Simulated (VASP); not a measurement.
Here is a VASP 6.6.1 calculation.

The input INCAR:

```
  PREC = Accurate
  ENCUT = 520
  EDIFF = 1E-6
  ISMEAR = -1
  SIGMA = 0.02
  LREAL = False
  LASPH = True
  NELM = 120
  ALGO = Normal
  ISIF = 2
  LWAVE = False
  LCHARG = False
  GGA = PE
  IVDW = 12
  NBANDS = 44
  GGA_COMPAT = False
```

KPOINTS

```
Automatic mesh
0
Gamma
  1 1 1
```

The input POSCAR:

```
H14SO6
1.0
    5.2363800000      0.0000000000      0.0000000000
    0.0000000000      5.2363800000      0.0000000000
    0.0000000000      0.0000000000      5.2363800000
O H S
6 14 1
Direct
    0.7759750056      0.0989423991      1.0444429167
    0.4927258908      0.8664764589      0.4635263293
    0.9966809131      1.1290242496      0.5444028126
    0.9095787548      0.6882426409      0.3433478854
    0.1279318919      0.6048453321      0.7453813512
    0.2745599059      0.0899285384      1.0190818848
    0.8672594426      0.2376641879      1.1306857027
    0.8676031915     -0.0536821239      1.1104236133
    0.4038285991      0.9699448856      0.3249764150
    0.3853234486      0.7429751088      0.5366111703
    0.8465008269      1.0840504318      0.6552618412
    1.0384655048      0.9573216611      0.4769707317
    0.7416383074      0.7612319962      0.3761950049
    0.8462716610      0.5627360887      0.2052944973
    0.0111718401      0.6342358652      0.5963852891
    0.1420828893      0.4119639904      0.7150550571
    0.1754265351      0.0640327860      0.8662472930
    0.3753929241      0.2505738697      0.9870559432
    0.4819550911      0.8006103453      0.9416046964
    0.6614875162      0.5262032167      0.7182633804
    0.5782047903      0.5561284704      0.9446793395
```

Potentials or basis: VASP PAW PBE potentials, release 64 (O, H, S).

The run is started by

```bash
$ cat potpaw_PBE.64/O/POTCAR potpaw_PBE.64/H/POTCAR potpaw_PBE.64/S/POTCAR > POTCAR
$ mpirun -np 1 vasp_gam > vasp.out
```

**Question.** Estimate the largest force.

**Answer.** 3.421 eV/Å.

**Question.** Estimate the pressure.

**Answer.** 10.3 GPa.

**Question.** What does it give for the band gap on the k mesh?

**Answer.** 3.86 eV.

Forces on the atoms (eV/Å):
```
O    0.532 -0.382  0.432
O    0.850  2.779 -1.805
O   -0.536 -0.681  0.955
O    0.715 -1.495 -1.895
O   -0.147 -2.099 -1.011
O    0.633  0.257  0.480
H   -0.096 -0.552 -0.230
H   -0.265  0.450 -0.337
H    0.413 -0.920  0.667
H   -2.044 -1.388  1.058
H    0.640  0.616 -0.336
H    0.024  0.927 -0.198
H   -1.496  0.803  0.665
H    0.751  0.921  0.427
H    0.342 -0.178  0.353
H   -0.035  1.657  0.443
H   -0.367 -0.193 -0.514
H   -0.285 -0.527  0.158
H    0.079 -0.153 -0.274
H    0.551  0.030 -1.939
S   -0.257  0.128  2.900
```

Caveat: the k points lie up to 1.20 Å⁻¹ apart.
